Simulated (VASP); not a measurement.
A run of VASP 6.6.1 is set up as follows.

INCAR

```
PREC = Accurate ; ENCUT = 520
EDIFF = 1E-7 ; ISMEAR = 0
SIGMA = 0.02 ; LREAL = Auto
LASPH = T ; NELM = 80
ALGO = Normal ; ISIF = 2
LWAVE = F ; LCHARG = F
GGA = PE ; IVDW = 12
NBANDS = 164 ; NELECT = 254.0
```

Contents of KPOINTS:

```
Automatic mesh
0
Gamma
  1 1 1
```

The input POSCAR:

```
Si62Sb
1.0
   10.8600000000      0.0000000000      0.0000000000
    0.0000000000     10.8600000000      0.0000000000
    0.0000000000      0.0000000000     10.8600000000
Si Sb
62 1
Direct
    0.5018521179      0.0000255985     -0.0005943831
    0.6262310313      0.1255746777      0.1244253223
    0.7506699816      0.2500666667     -0.0000666667
    0.8779984346      0.3734098527      0.1234116022
    0.7504157459      0.0002420810      0.2497579190
    0.8753618785      0.1252997238      0.3746381215
    0.0016906077      0.0016906077      0.0047700737
    0.3792227440      0.3792227440      0.1289608656
    0.5004339779      0.5004339779     -0.0015801105
    0.6242992634      0.6242992634      0.1255639042
    0.7486486188      0.7486486188      0.0018969613
    0.8753618785      0.8753618785      0.1247002762
    0.2452299263      0.0016906077      0.2483093923
    0.3734098527      0.1265883978      0.3720015654
    0.5018521179      0.2505943831      0.2499744015
    0.6272027624      0.3747772560      0.3752431860
    0.7517056169      0.4988047882      0.2495428177
    0.8755160221      0.6254587477      0.3744839779
    0.4988047882      0.0004571823      0.4982943831
    0.6242992634      0.1244360958      0.6257007366
    0.7486486188      0.2481030387      0.5013513812
    0.8747568140      0.3747772560      0.6227972376
    0.7517056169      0.0004571823      0.7511952118
    0.8779984346      0.1265883978      0.8765901473
    0.0000255985      0.5018521179     -0.0005943831
    0.1255746777      0.6262310313      0.1244253223
    0.2500666667      0.7506699816     -0.0000666667
    0.3734098527      0.8779984346      0.1234116022
    0.0016906077      0.2452299263      0.2483093923
    0.1265883978      0.3734098527      0.3720015654
    0.2505943831      0.5018521179      0.2499744015
    0.3747772560      0.6272027624      0.3752431860
    0.4988047882      0.7517056169      0.2495428177
    0.6254587477      0.8755160221      0.3744839779
    0.0002420810      0.0002420810      0.4995842541
    0.1255746777      0.1255746777      0.6237689687
    0.2500666667      0.2500666667      0.4993300184
    0.3754639042      0.3754639042      0.6234609576
    0.5005491713      0.5005491713      0.4989948435
    0.6250677716      0.6250677716      0.6249322284
    0.7494155617      0.7494155617      0.5005844383
    0.8755160221      0.8755160221      0.6245412523
    0.2505943831      0.0000255985      0.7481478821
    0.3792227440      0.1210391344      0.8707772560
    0.5004339779      0.2515801105      0.7495660221
    0.6265390424      0.3754639042      0.8745360958
    0.7510051565      0.5005491713      0.7494508287
    0.8747568140      0.6272027624      0.8752227440
    0.0002420810      0.7504157459      0.2497579190
    0.1252997238      0.8753618785      0.3746381215
    0.0004571823      0.4988047882      0.4982943831
    0.1244360958      0.6242992634      0.6257007366
    0.2481030387      0.7486486188      0.5013513812
    0.3747772560      0.8747568140      0.6227972376
    0.0000255985      0.2505943831      0.7481478821
    0.1210391344      0.3792227440      0.8707772560
    0.2515801105      0.5004339779      0.7495660221
    0.3754639042      0.6265390424      0.8745360958
    0.5005491713      0.7510051565      0.7494508287
    0.6272027624      0.8747568140      0.8752227440
    0.0004571823      0.7517056169      0.7511952118
    0.1265883978      0.8779984346      0.8765901473
    0.2240230203      0.2240230203      0.0259769797
```

Potentials or basis: VASP PAW PBE potentials, release 64 (Si, Sb).

Run with:

```console
$ cat potpaw_PBE.64/Si/POTCAR potpaw_PBE.64/Sb/POTCAR > POTCAR
$ mpirun -np 1 vasp_gam > vasp.out
```

Problem. What does it give for the dispersion energy per atom?

Solution. -0.320 eV.

Problem. Predict the largest force.

Solution. 0.060 eV/Å.

Forces in eV/Å, atoms in the order of the input:
```
Si  -0.002 -0.001  0.000
Si  -0.001 -0.003  0.003
Si   0.006  0.001 -0.001
Si   0.005 -0.008 -0.004
Si   0.013  0.006 -0.006
Si  -0.002  0.000  0.002
Si  -0.014 -0.014 -0.031
Si   0.019  0.019  0.001
Si  -0.002 -0.002 -0.006
Si  -0.004 -0.004  0.006
Si  -0.002 -0.002  0.008
Si  -0.002 -0.002  0.000
Si   0.031 -0.014  0.014
Si  -0.008  0.004 -0.005
Si  -0.002  0.000  0.001
Si   0.003 -0.005  0.001
Si   0.003  0.003  0.004
Si  -0.002 -0.002  0.002
Si   0.003 -0.004 -0.003
Si  -0.004 -0.006  0.004
Si  -0.002 -0.008  0.002
Si  -0.001 -0.005 -0.003
Si   0.003 -0.004 -0.003
Si   0.005  0.004  0.008
Si  -0.001 -0.002  0.000
Si  -0.003 -0.001  0.003
Si   0.001  0.006 -0.001
Si  -0.008  0.005 -0.004
Si  -0.014  0.031  0.014
Si   0.004 -0.008 -0.005
Si   0.000 -0.002  0.001
Si  -0.005  0.003  0.001
Si   0.003  0.003  0.004
Si  -0.002 -0.002  0.002
Si   0.006  0.006 -0.013
Si  -0.003 -0.003  0.001
Si   0.001  0.001 -0.006
Si  -0.001 -0.001 -0.002
Si   0.001  0.001 -0.007
Si  -0.002 -0.002  0.002
Si  -0.001 -0.001  0.001
Si  -0.002 -0.002  0.002
Si   0.000 -0.001  0.002
Si   0.019 -0.001 -0.019
Si  -0.002  0.006  0.002
Si   0.002 -0.001  0.001
Si   0.007  0.001 -0.001
Si  -0.001  0.003  0.005
Si   0.006  0.013 -0.006
Si   0.000 -0.002  0.002
Si  -0.004  0.003 -0.003
Si  -0.006 -0.004  0.004
Si  -0.008 -0.002  0.002
Si  -0.005 -0.001 -0.003
Si  -0.001  0.000  0.002
Si  -0.001  0.019 -0.019
Si   0.006 -0.002  0.002
Si  -0.001  0.002  0.001
Si   0.001  0.007 -0.001
Si   0.003 -0.001  0.005
Si  -0.004  0.003 -0.003
Si   0.004  0.005  0.008
Sb  -0.035 -0.035  0.035
```

Caveat: the k points lie up to 0.58 Å⁻¹ apart; the cell carries a net charge on a neutralising background, which shifts energy and pressure.
